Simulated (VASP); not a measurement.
# TaN (a.b) (Fm-3m) in VASP: single point with PBEsol

Aim: the single point of TaN (a.b) with PBEsol.

Everything below comes from runs of VASP 6.6.1. Logs are shortened: lines on timing, memory, paths and dates and some standing lists are left out, and cuts for length are marked.

**1. The cell of the first run**

The structure is cubic, space group Fm-3m (No. 225). The conventional cell has a = 4.375 Å, b = 4.375 Å, c = 4.375 Å, α = 90.00°, β = 90.00°, γ = 90.00°. Within 2.9 Å of Ta (site symmetry m-3m) lie 6 N at 2.19 Å. N (site symmetry m-3m) has 6 Ta at 2.19 Å within 2.9 Å.

**2. Single point, PBEsol**

Contents of INCAR:

```
  ALGO = Normal
  EDIFF = 1E-6
  ENCUT = 600
  GGA = PS
  GGA_COMPAT = False
  ISIF = 2
  ISMEAR = 0
  LASPH = True
  LCHARG = False
  LREAL = False
  LWAVE = False
  NBANDS = 15
  NELM = 120
  PREC = Accurate
  SIGMA = 0.1
```

Contents of KPOINTS:

```
k-points
0
Gamma
  16 16 16
```

Contents of POSCAR:

```
TaN
1.0
    0.0000000000      2.1874109041      2.1874109041
    2.1874109041      0.0000000000      2.1874109041
    2.1874109041      2.1874109041      0.0000000000
Ta N
1 1
Direct
    0.0000000000      0.0000000000      0.0000000000
    0.5000000000      0.5000000000      0.5000000000
```

Potentials or basis: VASP PAW PBE potentials, release 64 (Ta_pv, N).

The run is started by

```sh
$ cat potpaw_PBE.64/Ta_pv/POTCAR potpaw_PBE.64/N/POTCAR > POTCAR
$ mpirun -np 1 vasp_std > vasp.out
```

OUTCAR:

```text
EDIFF = 1E-6
   ENCUT = 600
   GGA = PS
   ISIF = 2
   ISMEAR = 0
   LASPH = True
   LREAL = False
   NELM = 120
   PREC = Accurate

 ion  position               nearest neighbor table
   1  0.000  0.000  0.000-   2 2.19   2 2.19   2 2.19   2 2.19   2 2.19   2 2.19
   2  0.500  0.500  0.500-   1 2.19   1 2.19   1 2.19   1 2.19   1 2.19   1 2.19

  LATTYP: Found a face centered cubic cell.
 ALAT       =     4.3748218082

  Lattice vectors:

 A1 = (   0.0000000000,   2.1874109041,   2.1874109041)
 A2 = (   2.1874109041,   0.0000000000,   2.1874109041)
 A3 = (   2.1874109041,   2.1874109041,   0.0000000000)

Analysis of symmetry for initial positions (statically):
=====================================================================
 Subroutine PRICEL returns:
 Original cell was already a primitive cell.

 Routine SETGRP: Setting up the symmetry group for a
 face centered cubic supercell.

 Subroutine GETGRP returns: Found 48 space group operations
 (whereof 48 operations were pure point group operations)
 out of a pool of 48 trial point group operations.

The static configuration has the point symmetry O_h .

Analysis of symmetry for dynamics (positions and initial velocities):
=====================================================================
 Subroutine PRICEL returns:
 Original cell was already a primitive cell.

 Routine SETGRP: Setting up the symmetry group for a
 face centered cubic supercell.

 Subroutine GETGRP returns: Found 48 space group operations
 (whereof 48 operations were pure point group operations)
 out of a pool of 48 trial point group operations.

The dynamic configuration has the point symmetry O_h .

 Subroutine INISYM returns: Found 48 space group operations
 (whereof 48 operations are pure point group operations),
 and found     1 'primitive' translations

----------------------------------------------------------------------------------------

                                     Primitive cell

  volume of cell :      20.9325

  direct lattice vectors                    reciprocal lattice vectors
     0.000000000  2.187410904  2.187410904    -0.228580739  0.228580739  0.228580739
     2.187410904  0.000000000  2.187410904     0.228580739 -0.228580739  0.228580739
     2.187410904  2.187410904  0.000000000     0.228580739  0.228580739 -0.228580739

  length of vectors
     3.093466167  3.093466167  3.093466167     0.395913453  0.395913453  0.395913453

  position of ions in fractional coordinates (direct lattice)
     0.000000000  0.000000000  0.000000000
     0.500000000  0.500000000  0.500000000

  ion indices of the primitive-cell ions
   primitive index   ion index
                 1           1
                 2           2

----------------------------------------------------------------------------------------

 KPOINTS: k-points

Automatic generation of k-mesh.
 Grid dimensions read from file:
 generate k-points for:   16   16   16

 Generating k-lattice:

  Cartesian coordinates                     Fractional coordinates (reciprocal lattice)
    -0.014286296  0.014286296  0.014286296     0.062500000  0.000000000  0.000000000
     0.014286296 -0.014286296  0.014286296     0.000000000  0.062500000  0.000000000
     0.014286296  0.014286296 -0.014286296     0.000000000  0.000000000  0.062500000

  Length of vectors
     0.024744591  0.024744591  0.024744591

  Shift w.r.t. Gamma in fractional coordinates (k-lattice)
     0.000000000  0.000000000  0.000000000

 Subroutine IBZKPT returns following result:
 ===========================================

 Found    145 irreducible k-points:

 Following reciprocal coordinates:
            Coordinates               Weight
  0.000000  0.000000  0.000000      1.000000
  0.062500  0.000000  0.000000      8.000000
  0.125000  0.000000  0.000000      8.000000
  0.187500  0.000000  0.000000      8.000000
  0.250000  0.000000  0.000000      8.000000
  0.312500  0.000000  0.000000      8.000000
[... 16 lines left out ...]
 -0.125000  0.062500  0.000000     24.000000
 -0.062500  0.062500  0.000000     12.000000
 [... further k-points ...]
   k-points           NKPTS =    145   k-points in BZ     NKDIM =    145   number of bands    NBANDS=     15
   number of dos      NEDOS =    301   number of ions     NIONS =      2
   total plane-waves  NPLWV =  21952
   dimension x,y,z NGX =    28 NGY =   28 NGZ =   28
   dimension x,y,z NGXF=    56 NGYF=   56 NGZF=   56
   ions per type =               1   1
   NGX,Y,Z   is equivalent  to a cutoff of  15.05, 15.05, 15.05 a.u.
   NGXF,Y,Z  is equivalent  to a cutoff of  30.09, 30.09, 30.09 a.u.
 SYSTEM =  unknown system
   PREC   = accura    normal or accurate (medium, high low for compatibility)
   ISTART =      0    job   : 0-new  1-cont  2-samecut
   ICHARG =      2    charge: 1-file 2-atom 10-const
   ISPIN  =      1    spin polarized calculation?
   LNONCOLLINEAR =      F non collinear calculations
   LSORBIT =      F    spin-orbit coupling
   LASPH  =      T    aspherical Exc in radial PAW
   ENCUT  =  600.0 eV  44.10 Ry    6.64 a.u.   6.18  6.18  6.18*2*pi/ulx,y,z
   NELM   =    120;   NELMIN=  2; NELMDL= -5     # of ELM steps
   EDIFF  = 0.1E-05   stopping-criterion for ELM
   LREAL  =      F    real-space projection
   EDIFFG = 0.1E-04   stopping-criterion for IOM
   NSW    =      0    number of steps for IOM
   IBRION =     -1    ionic relax: 0-MD 1-quasi-New 2-CG
   NFREE  =      0    steps in history (QN), initial steepest desc. (CG)
   ISIF   =      2    stress and relaxation
   ISYM   =      2    0-nonsym 1-usesym 2-fastsym
   POTIM  = 0.5000    time-step for ionic-motion
   TEBEG  =    0.0;   TEEND  =   0.0 temperature during run
   PSTRESS=    0.0 pullay stress
   NELECT =      16.0000    total number of electrons
   NUPDOWN=      -1.0000    fix difference up-down
   EMIN   =  10.00;   EMAX   =-10.00  energy-range for DOS
   EFERMI =   0.00;   METHOD = LEGACY
   ISMEAR =     0;   SIGMA  =   0.10  broadening in eV -4-tet -1-fermi 0-gaus
   EFERMI_NEDOS =   21; number of points for ismear=-14 and -15
   IALGO  =     38    algorithm
   IMIX   =      4    mixing-type and parameters
     AMIX     =   0.40;   BMIX     =  1.00
     AMIX_MAG =   1.60;   BMIX_MAG =  1.00
  volume/ion in A,a.u.               =      10.47        70.63
  Fermi-wavevector in a.u.,A,eV,Ry     =   1.496837  2.828611 30.484131  2.240520
  Thomas-Fermi vector in A             =   2.608802
   LORBIT       =      0    0 simple, 1 ext, 2 COOP (PROOUT), +10 PAW based schemes
   GGA     = PS    functional components
   LHFCALC =     F    Hartree Fock is set to
   AEXX    =    0.0000 exact exchange contribution
   IVDW    =     0    specifies the selected vdW correction
   LEPSILON=     F    determine dielectric tensor
   LRPA    =     F    only Hartree local field effects (RPA)
 non-spin polarized calculation
 Gauss-broadening in eV      SIGMA  =   0.10
  energy-cutoff  :      600.00
  volume of cell :       20.93
 maximum number of plane-waves:       725
 NGX is ok and might be reduce to    28
   NGX = 13   NGY = 13   NGZ = 13

 number of electron      16.0000000 magnetization

 Free energy of the ion-electron system (eV)
  ---------------------------------------------------
  ext. energy  EPLUGINS =         0.00000000
  ---------------------------------------------------
  free energy    TOTEN  =       -23.21335638 eV

  energy without entropy =      -23.20774065  energy(sigma->0) =      -23.21054852

 E-fermi :   9.5452     XC(G=0): -13.6758

 val. band max:        9.5374615917   @ k =  -0.2500   0.3750   0.1250
 cond. band min:       9.5518970759   @ k =  -0.3125   0.3125   0.1250
 fundamental gap:      0.0144354842
 Fermi energy:         9.5451601341

 k-point     1 :       0.0000    0.0000    0.0000
  band No.  band energies     occupation
      1     -26.1191      2.00000
      2     -26.1191      2.00000
      3     -26.1191      2.00000
      4      -9.3831      2.00000
      5       5.7157      2.00000
      6       5.7157      2.00000
      7       5.7157      2.00000
      8       7.3822      2.00000
      9       7.3822      2.00000
     10       7.3822      2.00000
     11       9.5847      0.57557
     12       9.5847      0.57557
     13      11.2345      0.00000
     14      18.9373      0.00000
     15      21.9562      0.00000

 k-point     2 :       0.0625    0.0000    0.0000
  band No.  band energies     occupation
      1     -26.1569      2.00000
      2     -26.1224      2.00000
      3     -26.1224      2.00000
      4      -9.2836      2.00000
      5       5.1903      2.00000
      6       5.3597      2.00000
      7       5.3597      2.00000
      8       7.5455      2.00000
      9       7.5455      2.00000
     10       7.6222      2.00000
     11       9.9922      0.00000
     12       9.9922      0.00000
     13      11.5248      0.00000
     14      19.2399      0.00000
     15      21.9561      0.00000

 k-point     3 :       0.1250    0.0000    0.0000
  band No.  band energies     occupation
      1     -26.2631      2.00000
      2     -26.1321      2.00000
      3     -26.1321      2.00000
      4      -8.9965      2.00000
      5       4.1345      2.00000
      6       4.6305      2.00000
      7       4.6305      2.00000
      8       7.9222      2.00000
      9       7.9222      2.00000
     10       7.9724      2.00000
     11      10.9772      0.00000
     12      10.9772      0.00000
     13      12.2664      0.00000
     14      20.0790      0.00000
     15      21.9555      0.00000
[... 343 lines left out ...]
 k-point    23 :      -0.1250    0.0625    0.0000
  band No.  band energies     occupation
      1     -26.3247      2.00000
      2     -26.1655      2.00000
      3     -26.1274      2.00000
      4      -8.7904      2.00000
      5       3.4709      2.00000
      6       4.0630      2.00000
      7       4.5493      2.00000
      8       7.8640      2.00000
      9       8.1013      2.00000
     10       8.7015      2.00000
     11      10.6518      0.00000
     12      12.1048      0.00000
     13      12.9301      0.00000
     14      20.6694      0.00000
     15      21.9549      0.00000

 k-point    24 :      -0.0625    0.0625    0.0000
  band No.  band energies     occupation
      1     -26.2092      2.00000
      2     -26.1427      2.00000
      3     -26.1213      2.00000
      4      -9.1236      2.00000
      5       4.4799      2.00000
      6       4.7940      2.00000
      7       5.1450      2.00000
      8       7.5608      2.00000
      9       7.7968      2.00000
     10       8.1078      2.00000
     11      10.0275      0.00000
     12      10.9080      0.00000
     13      12.0370      0.00000
     14      19.7208      0.00000
     15      21.9558      0.00000

 [... further k-points ...]

------------------------ aborting loop because EDIFF is reached ----------------------------------------

  FORCE on cell =-STRESS in cart. coord.  units (eV):
  Direction    XX          YY          ZZ          XY          YZ          ZX
  --------------------------------------------------------------------------------------
  -------------------------------------------------------------------------------------
  Total        0.1482407      0.1482407      0.1482407     -0.0000000      0.0000000     -0.0000000
  in kB       11.3463683     11.3463683     11.3463683     -0.0000000      0.0000000     -0.0000000
  external PRESSURE =      11.3463683 kB  Pullay stress =       0.0000000 kB

 VOLUME and BASIS-vectors are now :
 -----------------------------------------------------------------------------
  energy-cutoff  :      600.00
  volume of cell :       20.93
      direct lattice vectors                 reciprocal lattice vectors
     0.000000000  2.187410904  2.187410904    -0.228580739  0.228580739  0.228580739
     2.187410904  0.000000000  2.187410904     0.228580739 -0.228580739  0.228580739
     2.187410904  2.187410904  0.000000000     0.228580739  0.228580739 -0.228580739

 POSITION                                       TOTAL-FORCE (eV/Angst)
 -----------------------------------------------------------------------------------
      0.00000      0.00000      0.00000         0.000000      0.000000      0.000000
      2.18741      2.18741      2.18741        -0.000000     -0.000000     -0.000000
 -----------------------------------------------------------------------------------
    total drift:                                0.000000      0.000000      0.000000

  FREE ENERGIE OF THE ION-ELECTRON SYSTEM (eV)
  ---------------------------------------------------
  free  energy   TOTEN  =       -23.2133563834 eV

  energy  without entropy=      -23.2077406531  energy(sigma->0) =      -23.21054852
```

Run time: 29 s. Hardware: 1 thread of Intel Xeon 6975P-C (Granite Rapids), shared host; peak memory 0.2 GiB.

What came out:

```
Free energy            : -23.2134 eV
Pressure               : 1.1 GPa
Band gap on the k mesh : zero (band 8 reaches 11.51 eV, above the bottom of band 9 at 7.38 eV)
```

Caveat: the PAW data sets were made with another functional, which shifts forces and pressure a little; spin-orbit coupling is left out, which moves the levels of the heavy elements.
